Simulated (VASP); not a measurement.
CdF2, 3 atoms in the cell. The structure is tetragonal, space group I4/mmm (No. 139). Conventional cell: a = 3.766 Å, b = 3.766 Å, c = 5.185 Å, α = 90.00°, β = 90.00°, γ = 90.00°. Cd (site symmetry 4/mmm) has 8 F at 2.29 Å within 3.0 Å. F (site symmetry -4m2) has 4 Cd at 2.29 Å and 6 F at 2.59 to 2.66 Å within 3.0 Å. 

```yaml
Program: VASP 6.6.1
Task: single point
Functional: PBE
Potentials_or_basis: VASP PAW PBE potentials, release 64 (Cd, F)
Cutoff: 520 eV
k_mesh: 8 × 8 × 8
Occupations: gaussian, width 0.05 eV
Spin: no spin polarisation
Dipole_correction: no
Further_INCAR_settings: ALGO = Normal; EDIFF = 1e-07; NBANDS = 20
```

Potentials or basis: VASP PAW PBE potentials, release 64 (Cd, F).

Launch:

```bash
$ cat potpaw_PBE.64/Cd/POTCAR potpaw_PBE.64/F/POTCAR > POTCAR
$ mpirun -np 1 vasp_std > vasp.out
```

Hardware: 1 thread of AMD EPYC 9R45 96-Core Processor (Zen 5), with other jobs on the host.

How long does it take, and how much memory?

It took 22 s on 1 thread of AMD EPYC 9R45 96-Core Processor (Zen 5), with other jobs on the host, peak memory 0.15 GiB. Counts: scf iterations 15, k points 59.
